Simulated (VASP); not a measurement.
# Ta in VASP: further runs

Runs on Ta. Level: PBE. Tasks: single point.

Program: VASP 6.6.1. These are calculated values, not measurements. Logs are shortened: lines on timing, memory, paths and dates and some standing lists are left out, and cuts for length are marked.

**1. The cell of the first run**

The cell holds a wire or tube with vacuum around it, 6 atoms: a = 14.000 Å, b = 14.300 Å, c = 3.077 Å, α = 90.00°, β = 90.00°, γ = 90.00°.

**2. Single point, PBE**

Contents of INCAR:

```
SYSTEM = Ta
PREC = Accurate
ENCUT = 520
EDIFF = 1E-7
ISMEAR = 0
SIGMA = 0.05
LREAL = .False.
LASPH = .True.
NELM = 100
ALGO = Normal
ISIF = 2
LWAVE = .False.
LCHARG = .False.
GGA = PE
NBANDS = 42
```

Contents of KPOINTS:

```
regular mesh
0
Gamma
  1 1 16
  0 0 0
```

Contents of POSCAR:

```
Ta
1.0
   14.0000000000      0.0000000000      0.0000000000
    0.0000000000     14.3000000000      0.0000000000
    0.0000000000      0.0000000000      3.0768499299
Ta
6
Direct
    0.3316873184      0.5602739328      0.0000000000
    0.5615187898      0.3351829141      0.0000000000
    0.5581111670      0.5568878855      0.0000000000
    0.4418888330      0.4431121145      0.5000000000
    0.4384812102      0.6648170859      0.5000000000
    0.6683126816      0.4397260672      0.5000000000
```

Potentials or basis: VASP PAW PBE potentials, release 64 (Ta_pv).

On the command line:

```bash
> cat potpaw_PBE.64/Ta_pv/POTCAR > POTCAR
> mpirun -np 1 vasp_std > vasp.out
```

OUTCAR:

```text
SYSTEM = Ta
   PREC = Accurate
   ENCUT = 520
   EDIFF = 1E-7
   ISMEAR = 0
   LREAL = .False.
   LASPH = .True.
   NELM = 100
   ISIF = 2
   GGA = PE

 ion  position               nearest neighbor table
   1  0.332  0.560  0.000-   5 2.61   5 2.61   4 2.75   4 2.75   3 3.17
   2  0.562  0.335  0.000-   6 2.61   6 2.61   4 2.75   4 2.75   3 3.17
   3  0.558  0.557  0.000-   5 2.75   5 2.75   6 2.75   6 2.75   4 2.77   4 2.77   1 3.17   2 3.17

   4  0.442  0.443  0.500-   2 2.75   2 2.75   1 2.75   1 2.75   3 2.77   3 2.77   6 3.17   5 3.17

   5  0.438  0.665  0.500-   1 2.61   1 2.61   3 2.75   3 2.75   4 3.17
   6  0.668  0.440  0.500-   2 2.61   2 2.61   3 2.75   3 2.75   4 3.17

  LATTYP: Found a simple orthorhombic cell.
 ALAT       =     3.0768499299
 B/A-ratio  =     4.5501081687
 C/A-ratio  =     4.6476104866

  Lattice vectors:

 A1 = (   0.0000000000,   0.0000000000,   3.0768499299)
 A2 = (  14.0000000000,   0.0000000000,   0.0000000000)
 A3 = (   0.0000000000,  14.3000000000,   0.0000000000)

Analysis of symmetry for initial positions (statically):
=====================================================================
 Subroutine PRICEL returns:
 Original cell was already a primitive cell.

 Routine SETGRP: Setting up the symmetry group for a
 simple orthorhombic supercell.

 Subroutine GETGRP returns: Found  4 space group operations
 (whereof  2 operations were pure point group operations)
 out of a pool of  8 trial point group operations.

The static configuration has the point symmetry C_1h.
 The point group associated with its full space group is C_2h.

Analysis of symmetry for dynamics (positions and initial velocities):
=====================================================================
 Subroutine PRICEL returns:
 Original cell was already a primitive cell.

 Routine SETGRP: Setting up the symmetry group for a
 simple orthorhombic supercell.

 Subroutine GETGRP returns: Found  4 space group operations
 (whereof  2 operations were pure point group operations)
 out of a pool of  8 trial point group operations.

The dynamic configuration has the point symmetry C_1h.
 The point group associated with its full space group is C_2h.

 Subroutine INISYM returns: Found  4 space group operations
 (whereof  2 operations are pure point group operations),
 and found     1 'primitive' translations

----------------------------------------------------------------------------------------

                                     Primitive cell

  volume of cell :     615.9854

  direct lattice vectors                    reciprocal lattice vectors
    14.000000000  0.000000000  0.000000000     0.071428571  0.000000000  0.000000000
     0.000000000 14.300000000  0.000000000     0.000000000  0.069930070  0.000000000
     0.000000000  0.000000000  3.076849930     0.000000000  0.000000000  0.325007726

  length of vectors
    14.000000000 14.300000000  3.076849930     0.071428571  0.069930070  0.325007726

  position of ions in fractional coordinates (direct lattice)
     0.331687318  0.560273933  0.000000000
     0.561518790  0.335182914  0.000000000
     0.558111167  0.556887885  0.000000000
     0.441888833  0.443112115  0.500000000
     0.438481210  0.664817086  0.500000000
     0.668312682  0.439726067  0.500000000

  ion indices of the primitive-cell ions
   primitive index   ion index
                 1           1
                 2           2
                 3           3
                 4           4
                 5           5
                 6           6

----------------------------------------------------------------------------------------

 KPOINTS: regular mesh

Automatic generation of k-mesh.
 Grid dimensions read from file:
 generate k-points for:    1    1   16

 Generating k-lattice:

  Cartesian coordinates                     Fractional coordinates (reciprocal lattice)
     0.071428571  0.000000000  0.000000000     1.000000000  0.000000000  0.000000000
     0.000000000  0.069930070  0.000000000     0.000000000  1.000000000  0.000000000
     0.000000000  0.000000000  0.020312983     0.000000000  0.000000000  0.062500000

  Length of vectors
     0.071428571  0.069930070  0.020312983

  Shift w.r.t. Gamma in fractional coordinates (k-lattice)
     0.000000000  0.000000000  0.000000000

 Subroutine IBZKPT returns following result:
 ===========================================

 Found      9 irreducible k-points:

 Following reciprocal coordinates:
            Coordinates               Weight
  0.000000  0.000000  0.000000      1.000000
  0.000000  0.000000  0.062500      2.000000
  0.000000  0.000000  0.125000      2.000000
  0.000000  0.000000  0.187500      2.000000
  0.000000  0.000000  0.250000      2.000000
  0.000000  0.000000  0.312500      2.000000
  0.000000  0.000000  0.375000      2.000000
  0.000000  0.000000  0.437500      2.000000
  0.000000  0.000000  0.500000      1.000000
   k-points           NKPTS =      9   k-points in BZ     NKDIM =      9   number of bands    NBANDS=     42
   number of dos      NEDOS =    301   number of ions     NIONS =      6
   total plane-waves  NPLWV = 279936
   dimension x,y,z NGX =   108 NGY =  108 NGZ =   24
   dimension x,y,z NGXF=   216 NGYF=  216 NGZF=   48
   ions per type =               6
   NGX,Y,Z   is equivalent  to a cutoff of  12.82, 12.56, 12.97 a.u.
   NGXF,Y,Z  is equivalent  to a cutoff of  25.65, 25.11, 25.93 a.u.
 SYSTEM =  Ta
   PREC   = accura    normal or accurate (medium, high low for compatibility)
   ISTART =      0    job   : 0-new  1-cont  2-samecut
   ICHARG =      2    charge: 1-file 2-atom 10-const
   ISPIN  =      1    spin polarized calculation?
   LNONCOLLINEAR =      F non collinear calculations
   LSORBIT =      F    spin-orbit coupling
   LASPH  =      T    aspherical Exc in radial PAW
   ENCUT  =  520.0 eV  38.22 Ry    6.18 a.u.  26.03 26.59  5.72*2*pi/ulx,y,z
   NELM   =    100;   NELMIN=  2; NELMDL= -5     # of ELM steps
   EDIFF  = 0.1E-06   stopping-criterion for ELM
   LREAL  =      F    real-space projection
   EDIFFG = 0.1E-05   stopping-criterion for IOM
   NSW    =      0    number of steps for IOM
   IBRION =     -1    ionic relax: 0-MD 1-quasi-New 2-CG
   NFREE  =      0    steps in history (QN), initial steepest desc. (CG)
   ISIF   =      2    stress and relaxation
   ISYM   =      2    0-nonsym 1-usesym 2-fastsym
   POTIM  = 0.5000    time-step for ionic-motion
   TEBEG  =    0.0;   TEEND  =   0.0 temperature during run
   PSTRESS=    0.0 pullay stress
   NELECT =      66.0000    total number of electrons
   NUPDOWN=      -1.0000    fix difference up-down
   EMIN   =  10.00;   EMAX   =-10.00  energy-range for DOS
   EFERMI =   0.00;   METHOD = LEGACY
   ISMEAR =     0;   SIGMA  =   0.05  broadening in eV -4-tet -1-fermi 0-gaus
   EFERMI_NEDOS =   21; number of points for ismear=-14 and -15
   IALGO  =     38    algorithm
   IMIX   =      4    mixing-type and parameters
     AMIX     =   0.40;   BMIX     =  1.00
     AMIX_MAG =   1.60;   BMIX_MAG =  1.00
  volume/ion in A,a.u.               =     102.66       692.81
  Fermi-wavevector in a.u.,A,eV,Ry     =   0.777558  1.469371  8.226030  0.604596
  Thomas-Fermi vector in A             =   1.880270
   LORBIT       =      0    0 simple, 1 ext, 2 COOP (PROOUT), +10 PAW based schemes
   GGA     = PE    functional components
   LHFCALC =     F    Hartree Fock is set to
   AEXX    =    0.0000 exact exchange contribution
   IVDW    =     0    specifies the selected vdW correction
   LEPSILON=     F    determine dielectric tensor
   LRPA    =     F    only Hartree local field effects (RPA)
 non-spin polarized calculation
 Gauss-broadening in eV      SIGMA  =   0.05
  energy-cutoff  :      520.00
  volume of cell :      615.99
 maximum number of plane-waves:     16615
 NGX is ok and might be reduce to   108
   NGX = 53   NGY = 53   NGZ = 11

 number of electron      66.0000005 magnetization

 Free energy of the ion-electron system (eV)
  ---------------------------------------------------
  ext. energy  EPLUGINS =         0.00000000
  ---------------------------------------------------
  free energy    TOTEN  =       -60.85337384 eV

  energy without entropy =      -60.84529519  energy(sigma->0) =      -60.84933452

 E-fermi :  -1.9334     XC(G=0):  -3.5469

 val. band max:       -1.9407328964   @ k =   0.0000   0.0000   0.1250
 cond. band min:      -1.9229422266   @ k =   0.0000   0.0000   0.2500
 fundamental gap:      0.0177906698
 Fermi energy:        -1.9333970519

 k-point     1 :       0.0000    0.0000    0.0000
  band No.  band energies     occupation
      1     -36.8580      2.00000
      2     -36.8319      2.00000
      3     -36.6109      2.00000
      4     -36.4545      2.00000
      5     -36.3494      2.00000
      6     -36.2333      2.00000
[... 34 lines left out ...]
     41      -0.4246      0.00000
     42      -0.1596      0.00000

 k-point     2 :       0.0000    0.0000    0.0625
  band No.  band energies     occupation
      1     -36.8547      2.00000
      2     -36.8270      2.00000
      3     -36.5995      2.00000
      4     -36.4515      2.00000
      5     -36.3535      2.00000
      6     -36.2394      2.00000
[... 34 lines left out ...]
     41      -0.3447      0.00000
     42      -0.2587      0.00000

 k-point     3 :       0.0000    0.0000    0.1250
  band No.  band energies     occupation
      1     -36.8463      2.00000
      2     -36.8135      2.00000
      3     -36.5658      2.00000
      4     -36.4492      2.00000
      5     -36.3699      2.00000
      6     -36.3233      2.00000
[... 222 lines left out ...]
      4     -36.7080      2.00000
      5     -36.5623      2.00000
      6     -36.5235      2.00000
[... 34 lines left out ...]
     41       0.5417      0.00000
     42       0.8367      0.00000

 k-point     9 :       0.0000    0.0000    0.5000
  band No.  band energies     occupation
      1     -36.8324      2.00000
      2     -36.8324      2.00000
      3     -36.7345      2.00000
      4     -36.7345      2.00000
      5     -36.5579      2.00000
      6     -36.5579      2.00000
[... 34 lines left out ...]
     41       0.6346      0.00000
     42       0.6346      0.00000

------------------------ aborting loop because EDIFF is reached ----------------------------------------

  FORCE on cell =-STRESS in cart. coord.  units (eV):
  Direction    XX          YY          ZZ          XY          YZ          ZX
  --------------------------------------------------------------------------------------
  -------------------------------------------------------------------------------------
  Total        0.0739926      0.0586312      0.0426892     -0.0307602      0.0000000      0.0000000
  in kB        0.1924548      0.1524997      0.1110346     -0.0800073      0.0000000      0.0000000
  external PRESSURE =       0.1519964 kB  Pullay stress =       0.0000000 kB

 VOLUME and BASIS-vectors are now :
 -----------------------------------------------------------------------------
  energy-cutoff  :      520.00
  volume of cell :      615.99
      direct lattice vectors                 reciprocal lattice vectors
    14.000000000  0.000000000  0.000000000     0.071428571  0.000000000  0.000000000
     0.000000000 14.300000000  0.000000000     0.000000000  0.069930070  0.000000000
     0.000000000  0.000000000  3.076849930     0.000000000  0.000000000  0.325007726

 POSITION                                       TOTAL-FORCE (eV/Angst)
 -----------------------------------------------------------------------------------
      4.64362      8.01192      0.00000        -0.017843      0.004197      0.000000
      7.86126      4.79312      0.00000         0.003750     -0.015641      0.000000
      7.81356      7.96350      0.00000         0.005567      0.004011      0.000000
      6.18644      6.33650      1.53842        -0.005567     -0.004011      0.000000
      6.13874      9.50688      1.53842        -0.003750      0.015641      0.000000
      9.35638      6.28808      1.53842         0.017843     -0.004197      0.000000
 -----------------------------------------------------------------------------------
    total drift:                                0.000000      0.000000      0.000000

  FREE ENERGIE OF THE ION-ELECTRON SYSTEM (eV)
  ---------------------------------------------------
  free  energy   TOTEN  =       -60.8533738362 eV

  energy  without entropy=      -60.8452951946  energy(sigma->0) =      -60.84933452
```

Wall time 6.4 min (1 thread of Intel Xeon Platinum 8488C (Sapphire Rapids), shared host); peak memory 0.65 GiB.

Results:

- Free energy: -60.8534 eV
- Largest force: 0.018 eV/Å
- Band gap on the k mesh: zero (bands 33 and 34 overlap by 0.90 eV)

Forces in eV/Å, atoms in the order of the input:
```
Ta  -0.018  0.004  0.000
Ta   0.004 -0.016  0.000
Ta   0.006  0.004  0.000
Ta  -0.006 -0.004  0.000
Ta  -0.004  0.016  0.000
Ta   0.018 -0.004  0.000
```

Caveat: spin-orbit coupling is left out, which moves the levels of the heavy elements.

**3. Single point, PBE**

This run uses another cell than the first one.

Contents of INCAR:

```
ALGO     = Normal         # electronic algorithm
EDIFF    = 1E-6           # SCF threshold, eV
ENCUT    = 520            # plane-wave cutoff, eV
GGA      = PE             # functional
ISIF     = 2              # what is computed and relaxed
ISMEAR   = 0              # smearing method
LASPH    = True           # aspherical terms in the spheres
LCHARG   = True           # write CHGCAR
LELF     = True           # ELF
LREAL    = False          # projectors in reciprocal space
LVHAR    = True         
LWAVE    = False          # write WAVECAR
NBANDS   = 42             # bands
NELM     = 60             # most SCF steps
PREC     = Accurate       # precision mode
SIGMA    = 0.05           # smearing width, eV
```

Contents of KPOINTS:

```
k-points
0
Gamma
  1 1 16
```

Contents of POSCAR:

```
Ta
1.0
   14.0000000000      0.0000000000      0.0000000000
    0.0000000000     14.3000000000      0.0000000000
    0.0000000000      0.0000000000      3.3187896401
Ta
6
Direct
    0.3222076979      0.5580207979      0.0000000000
    0.5592641007      0.3259376063      0.0000000000
    0.5592641007      0.5580207979      0.0000000000
    0.4407358993      0.4419792021      0.5000000000
    0.4407358993      0.6740623937      0.5000000000
    0.6777923021      0.4419792021      0.5000000000
```

Potentials or basis: VASP PAW PBE potentials, release 64 (Ta_pv).

On the command line:

```bash
> cat potpaw_PBE.64/Ta_pv/POTCAR > POTCAR
> mpirun -np 1 vasp_std > vasp.out
```

Wall time 6.4 min (1 thread of Intel Xeon Platinum 8488C (Sapphire Rapids), shared host); peak memory 0.74 GiB.

Results (log left out):

| Quantity | Value |
| --- | --- |
| Free energy | -58.9988 eV |
| Largest force | 2.872 eV/Å |
| Band gap on the k mesh | zero (bands 33 and 34 overlap by 0.52 eV) |

Forces in eV/Å, atoms in the order of the input:
```
Ta   2.743  0.847  0.000
Ta   0.846  2.744  0.000
Ta  -0.657 -0.657  0.000
Ta   0.657  0.657  0.000
Ta  -0.846 -2.744  0.000
Ta  -2.743 -0.847  0.000
```

Levels at points of the mesh, in eV from the Fermi level:
```csv
k point,band 31,band 32,band 33,band 34,band 35,band 36
"(0.00, 0.00, 0.00)",-0.30,-0.15,0.17,0.17,0.38,0.39
"(0.00, 0.00, 0.50)",-0.73,-0.73,0.27,0.27,0.35,0.35
```

Caveat: spin-orbit coupling is left out, which moves the levels of the heavy elements.

The gap in the log of VASP goes by the Fermi energy; the results here count the filled bands.